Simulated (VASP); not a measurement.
# Sb (P6/mmm) in VASP: a series of runs

Runs on Sb. Level: PBE. Tasks: density of states.

Program: VASP 6.6.1. These are calculated values, not measurements. Logs are shortened: lines on timing, memory, paths and dates and some standing lists are left out, and cuts for length are marked.

**1. The cell of the first run**

The structure is hexagonal, space group P6/mmm (No. 191). Conventional cell: a = 4.318 Å, b = 4.318 Å, c = 2.566 Å, α = 90.00°, β = 90.00°, γ = 120.00°. Sb (site symmetry 6/mmm) has 14 Sb at 2.57 to 2.80 Å within 3.4 Å. Within 3.3 Å of Sb (site symmetry -6m2) lie 11 Sb at 2.49 to 2.80 Å.

**2. Density of states, PBE (volume scaled by 0.5)**

POSCAR

```
Sb
1.0
    4.3177455487      0.0000000000      0.0000000000
   -2.1588727744      3.7392773323      0.0000000000
    0.0000000000      0.0000000000      2.5664395529
Sb
3
Direct
    0.0000000000      0.0000000000      0.0000000000
    0.3333333333      0.6666666667      0.5000000000
    0.6666666667      0.3333333333      0.5000000000
```

INCAR.step1

```
SYSTEM = Sb
PREC     = Accurate       ! precision mode
ENCUT    = 520            ! plane-wave cutoff, eV
EDIFF    = 1E-6           ! SCF threshold, eV
ISMEAR   = -1             ! smearing method
SIGMA    = 0.1            ! smearing width, eV
LREAL    = .False.        ! projectors in reciprocal space
LASPH    = .True.         ! aspherical terms in the spheres
NELM     = 80             ! most SCF steps
ALGO     = Normal         ! electronic algorithm
ISIF     = 2              ! what is computed and relaxed
LWAVE    = .False.        ! write WAVECAR
LCHARG   = .True.         ! write CHGCAR
GGA      = PE             ! functional
NBANDS   = 14             ! bands
```

KPOINTS.step1

```
Automatic mesh
0
Gamma
  7 7 9
  0 0 0
```

INCAR.step2

```
SYSTEM = Sb
PREC     = Accurate       ! precision mode
ENCUT    = 520            ! plane-wave cutoff, eV
EDIFF    = 1E-6           ! SCF threshold, eV
ISMEAR   = -5             ! smearing method
SIGMA    = 0.1            ! smearing width, eV
LREAL    = .False.        ! projectors in reciprocal space
LASPH    = .True.         ! aspherical terms in the spheres
NELM     = 80             ! most SCF steps
ALGO     = Normal         ! electronic algorithm
ISIF     = 2              ! what is computed and relaxed
LWAVE    = .False.        ! write WAVECAR
LCHARG   = .False.        ! write CHGCAR
GGA      = PE             ! functional
LORBIT   = 11             ! projections on sites
NBANDS   = 14             ! bands
NEDOS    = 2001           ! points of the DOS
ICHARG   = 11             ! starting density
```

KPOINTS.step2

```
Automatic mesh
0
Gamma
  11 11 14
  0 0 0
```

Potentials or basis: VASP PAW PBE potentials, release 64 (Sb).

On the command line:

```bash
cat potpaw_PBE.64/Sb/POTCAR > POTCAR
cp INCAR.step1 INCAR
cp KPOINTS.step1 KPOINTS
mpirun -np 1 vasp_std > vasp.out
cp INCAR.step2 INCAR
cp KPOINTS.step2 KPOINTS
mpirun -np 1 vasp_std > vasp.out
```

OUTCAR:

```text
SYSTEM = Sb
   PREC = Accurate
   ENCUT = 520
   EDIFF = 1E-6
   ISMEAR = -5
   LREAL = .False.
   LASPH = .True.
   NELM = 80
   ISIF = 2
   GGA = PE
   LORBIT = 11
   ICHARG = 11

 ion  position               nearest neighbor table
   1  0.000  0.000  0.000-   2 2.80   3 2.80   2 2.80   3 2.80   3 2.80   3 2.80   2 2.80   2 2.80
                             3 2.80   3 2.80   2 2.80   2 2.80
   2  0.333  0.667  0.500-   3 2.49   3 2.49   3 2.49   1 2.80   1 2.80   1 2.80   1 2.80   1 2.80
                             1 2.80   3 3.58   3 3.58   3 3.58   3 3.58   3 3.58   3 3.58
   3  0.667  0.333  0.500-   2 2.49   2 2.49   2 2.49   1 2.80   1 2.80   1 2.80   1 2.80   1 2.80
                             1 2.80   2 3.58   2 3.58   2 3.58   2 3.58   2 3.58   2 3.58

  LATTYP: Found a hexagonal cell.
 ALAT       =     4.3177455487
 C/A-ratio  =     0.5943934222

  Lattice vectors:

 A1 = (   4.3177455487,   0.0000000000,   0.0000000000)
 A2 = (  -2.1588727744,   3.7392773323,   0.0000000000)
 A3 = (   0.0000000000,   0.0000000000,   2.5664395529)

Analysis of symmetry for initial positions (statically):
=====================================================================
 Subroutine PRICEL returns:
 Original cell was already a primitive cell.

 Routine SETGRP: Setting up the symmetry group for a
 hexagonal supercell.

 Subroutine GETGRP returns: Found 24 space group operations
 (whereof 24 operations were pure point group operations)
 out of a pool of 24 trial point group operations.

The static configuration has the point symmetry D_6h.

Analysis of symmetry for dynamics (positions and initial velocities):
=====================================================================
 Subroutine PRICEL returns:
 Original cell was already a primitive cell.

 Routine SETGRP: Setting up the symmetry group for a
 hexagonal supercell.

 Subroutine GETGRP returns: Found 24 space group operations
 (whereof 24 operations were pure point group operations)
 out of a pool of 24 trial point group operations.

The dynamic configuration has the point symmetry D_6h.

 Subroutine INISYM returns: Found 24 space group operations
 (whereof 24 operations are pure point group operations),
 and found     1 'primitive' translations

----------------------------------------------------------------------------------------

                                     Primitive cell

  volume of cell :      41.4358

  direct lattice vectors                    reciprocal lattice vectors
     4.317745549  0.000000000  0.000000000     0.231602346  0.133715677  0.000000000
    -2.158872774  3.739277332  0.000000000     0.000000000  0.267431354  0.000000000
     0.000000000  0.000000000  2.566439553     0.000000000  0.000000000  0.389644868

  length of vectors
     4.317745549  4.317745549  2.566439553     0.267431354  0.267431354  0.389644868

  position of ions in fractional coordinates (direct lattice)
     0.000000000  0.000000000  0.000000000
     0.333333333  0.666666667  0.500000000
     0.666666667  0.333333333  0.500000000

  ion indices of the primitive-cell ions
   primitive index   ion index
                 1           1
                 2           2
                 3           3

----------------------------------------------------------------------------------------

 KPOINTS: Automatic mesh

Automatic generation of k-mesh.
 Grid dimensions read from file:
 generate k-points for:   11   11   14

 Generating k-lattice:

  Cartesian coordinates                     Fractional coordinates (reciprocal lattice)
     0.021054759  0.012155971  0.000000000     0.090909091  0.000000000  0.000000000
     0.000000000  0.024311941  0.000000000     0.000000000  0.090909091  0.000000000
     0.000000000  0.000000000  0.027831776     0.000000000  0.000000000  0.071428571

  Length of vectors
     0.024311941  0.024311941  0.027831776

  Shift w.r.t. Gamma in fractional coordinates (k-lattice)
     0.000000000  0.000000000  0.000000000

 TETIRR: Found   1771 inequivalent tetrahedra from    10164

 Subroutine IBZKPT returns following result:
 ===========================================

 Found    128 irreducible k-points:

 Following reciprocal coordinates:
            Coordinates               Weight
  0.000000  0.000000  0.000000      1.000000
  0.090909  0.000000  0.000000      6.000000
  0.181818 -0.000000  0.000000      6.000000
  0.272727 -0.000000  0.000000      6.000000
  0.363636  0.000000  0.000000      6.000000
  0.454545  0.000000  0.000000      6.000000
[... 16 lines left out ...]
  0.090909  0.090909  0.071429     12.000000
  0.181818  0.090909  0.071429     24.000000
 [... further k-points ...]
   k-points           NKPTS =    128   k-points in BZ     NKDIM =    128   number of bands    NBANDS=     14
   number of dos      NEDOS =   2001   number of ions     NIONS =      3
   total plane-waves  NPLWV =  20480
   dimension x,y,z NGX =    32 NGY =   32 NGZ =   20
   dimension x,y,z NGXF=    64 NGYF=   64 NGZF=   40
   ions per type =               3
   NGX,Y,Z   is equivalent  to a cutoff of  12.32, 12.32, 12.96 a.u.
   NGXF,Y,Z  is equivalent  to a cutoff of  24.64, 24.64, 25.91 a.u.
 SYSTEM =  Sb
   PREC   = accura    normal or accurate (medium, high low for compatibility)
   ISTART =      0    job   : 0-new  1-cont  2-samecut
   ICHARG =     11    charge: 1-file 2-atom 10-const
   ISPIN  =      1    spin polarized calculation?
   LNONCOLLINEAR =      F non collinear calculations
   LSORBIT =      F    spin-orbit coupling
   LASPH  =      T    aspherical Exc in radial PAW
   ENCUT  =  520.0 eV  38.22 Ry    6.18 a.u.   8.03  8.03  4.77*2*pi/ulx,y,z
   NELM   =     80;   NELMIN=  2; NELMDL=  0     # of ELM steps
   EDIFF  = 0.1E-05   stopping-criterion for ELM
   LREAL  =      F    real-space projection
[... 7 lines left out ...]
   TEBEG  =    0.0;   TEEND  =   0.0 temperature during run
   PSTRESS=    0.0 pullay stress
   NELECT =      15.0000    total number of electrons
   NUPDOWN=      -1.0000    fix difference up-down
   EMIN   =  10.00;   EMAX   =-10.00  energy-range for DOS
   EFERMI =   0.00;   METHOD = LEGACY
   ISMEAR =    -5;   SIGMA  =   0.10  broadening in eV -4-tet -1-fermi 0-gaus
   EFERMI_NEDOS =   21; number of points for ismear=-14 and -15
   IALGO  =     38    algorithm
   IMIX   =      4    mixing-type and parameters
     AMIX     =   0.40;   BMIX     =  1.00
     AMIX_MAG =   1.60;   BMIX_MAG =  1.00
  volume/ion in A,a.u.               =      13.81        93.21
  Fermi-wavevector in a.u.,A,eV,Ry     =   1.166756  2.204849 18.521873  1.361319
  Thomas-Fermi vector in A             =   2.303265
   LORBIT       =     11    0 simple, 1 ext, 2 COOP (PROOUT), +10 PAW based schemes
   GGA     = PE    functional components
   LHFCALC =     F    Hartree Fock is set to
   AEXX    =    0.0000 exact exchange contribution
   IVDW    =     0    specifies the selected vdW correction
   LEPSILON=     F    determine dielectric tensor
   LRPA    =     F    only Hartree local field effects (RPA)
 non-spin polarized calculation
 Fermi weights with tetrahedron method with Bloechl corrections
  energy-cutoff  :      520.00
  volume of cell :       41.44
 maximum number of plane-waves:      1126

 number of electron      14.9999999 magnetization

 Free energy of the ion-electron system (eV)
  ---------------------------------------------------
  ext. energy  EPLUGINS =         0.00000000
  ---------------------------------------------------
  free energy    TOTEN  =         1.94408150 eV

  energy without entropy =        1.94408150  energy(sigma->0) =        1.94408150

 E-fermi :  20.7922     XC(G=0): -13.4059

 val. band max:       20.9879428451   @ k =   0.3636   0.2727   0.5000
 cond. band min:      20.5625033694   @ k =   0.1818   0.1818   0.5000
 fundamental gap:     -0.4254394757
 Fermi energy:        20.7922125366

 k-point     1 :       0.0000    0.0000    0.0000
  band No.  band energies     occupation
      1       0.0262      2.00000
      2      11.7460      2.00000
      3      11.8053      2.00000
      4      12.4294      2.00000
      5      12.4294      2.00000
      6      12.6370      2.00000
      7      12.6370      2.00000
      8      22.8391      0.00000
      9      27.7631      0.00000
     10      31.2037      0.00000
     11      31.9199      0.00000
     12      31.9199      0.00000
     13      32.9514      0.00000
     14      32.9515      0.00000

 k-point     2 :       0.0909    0.0000    0.0000
  band No.  band energies     occupation
      1       0.1254      2.00000
      2      10.1417      2.00000
      3      11.0831      2.00000
      4      11.4245      2.00000
      5      13.1519      2.00000
      6      13.8270      2.00000
      7      14.6014      2.00000
      8      22.9658      0.00000
      9      27.7853      0.00000
     10      30.3261      0.00000
     11      30.7836      0.00000
     12      31.7503      0.00000
     13      32.2387      0.00000
     14      32.4719      0.00000

 k-point     3 :       0.1818   -0.0000    0.0000
  band No.  band energies     occupation
      1       0.4235      2.00000
      2       8.2320      2.00000
      3      10.4023      2.00000
      4      10.5231      2.00000
      5      14.4408      2.00000
      6      15.2819      2.00000
      7      16.9709      2.00000
      8      23.3419      0.00000
      9      27.8017      0.00000
     10      28.4588      0.00000
     11      28.7837      0.00000
     12      31.2488      0.00000
     13      31.3005      0.00000
     14      31.4901      0.00000
[... 324 lines left out ...]
 k-point    23 :       0.0909    0.0909    0.0714
  band No.  band energies     occupation
      1       0.4536      2.00000
      2       9.3344      2.00000
      3       9.4100      2.00000
      4      12.5957      2.00000
      5      12.7508      2.00000
      6      15.9749      2.00000
      7      15.9890      2.00000
      8      21.7111      0.23236
      9      28.5349      0.00000
     10      29.3702      0.00000
     11      29.5606      0.00000
     12      29.5719      0.00000
     13      30.7028      0.00000
     14      31.0922      0.00000

 k-point    24 :       0.1818    0.0909    0.0714
  band No.  band energies     occupation
      1       0.8522      2.00000
      2       7.5473      2.00000
      3       8.6710      2.00000
      4      11.9971      2.00000
      5      14.1538      2.00000
      6      17.4270      2.00000
      7      18.3843      2.00035
      8      22.1482      0.01888
      9      26.3643      0.00000
     10      28.1949      0.00000
     11      28.7053      0.00000
     12      29.0835      0.00000
     13      29.5824      0.00000
     14      31.1538      0.00000

 [... further k-points ...]
[... 5 lines left out ...]
  --------------------------------------------------------------------------------------
  -------------------------------------------------------------------------------------
  Total       52.6885358     52.6885358     52.8005095     -0.0000000      0.0000000     -0.0000000
  in kB     2037.2810742   2037.2810743   2041.6107040     -0.0000000      0.0000000     -0.0000000
  external PRESSURE =    2038.7242842 kB  Pullay stress =       0.0000000 kB

 VOLUME and BASIS-vectors are now :
 -----------------------------------------------------------------------------
  energy-cutoff  :      520.00
  volume of cell :       41.44
      direct lattice vectors                 reciprocal lattice vectors
     4.317745549  0.000000000  0.000000000     0.231602346  0.133715677  0.000000000
    -2.158872774  3.739277332  0.000000000     0.000000000  0.267431354  0.000000000
     0.000000000  0.000000000  2.566439553     0.000000000  0.000000000  0.389644868

 POSITION                                       TOTAL-FORCE (eV/Angst)
 -----------------------------------------------------------------------------------
      0.00000      0.00000      0.00000        -0.000000      0.000000     -0.000000
     -0.00000      2.49285      1.28322        -0.000000      0.000000      0.000000
      2.15887      1.24643      1.28322         0.000000     -0.000000     -0.000000
 -----------------------------------------------------------------------------------
    total drift:                               -0.000000      0.000000      0.000000

  FREE ENERGIE OF THE ION-ELECTRON SYSTEM (eV)
  ---------------------------------------------------
  free  energy   TOTEN  =         1.9440814977 eV

  energy  without entropy=        1.9440814977  energy(sigma->0) =        1.94408150

 total charge

# of ion       s       p       d       tot
------------------------------------------
    1        1.251   1.543   0.198   2.992
    2        1.228   1.573   0.245   3.046
    3        1.228   1.573   0.245   3.046
--------------------------------------------------
tot          3.708   4.690   0.687   9.085
```

Run time: 34 s. Hardware: 1 thread of Intel Xeon Platinum 8259CL at 2.50GHz (Skylake/Cascade Lake), shared host; peak memory 0.18 GiB.

Results:

```yaml
Valence_electrons_inside_the_program's_atomic_spheres: Sb 2.99, 3.05
```

Levels at points of the mesh, in eV from the Fermi level:
| k point | band 5 | band 6 | band 7 | band 8 | band 9 | band 10 | band 11 | band 12 |
| --- | --- | --- | --- | --- | --- | --- | --- | --- |
| (0.00, 0.00, 0.00) | -8.36 | -8.16 | -8.16 | 2.05 | 6.97 | 10.41 | 11.13 | 11.13 |
| (0.00, 0.00, 0.50) | -4.45 | -4.05 | -2.46 | -2.46 | -2.32 | -1.39 | -0.86 | -0.86 |

Caveat: spin-orbit coupling is left out, which moves the levels of the heavy elements; tetrahedron occupations give inexact forces and stress in metals.

(Continued in part 2 of 2.)
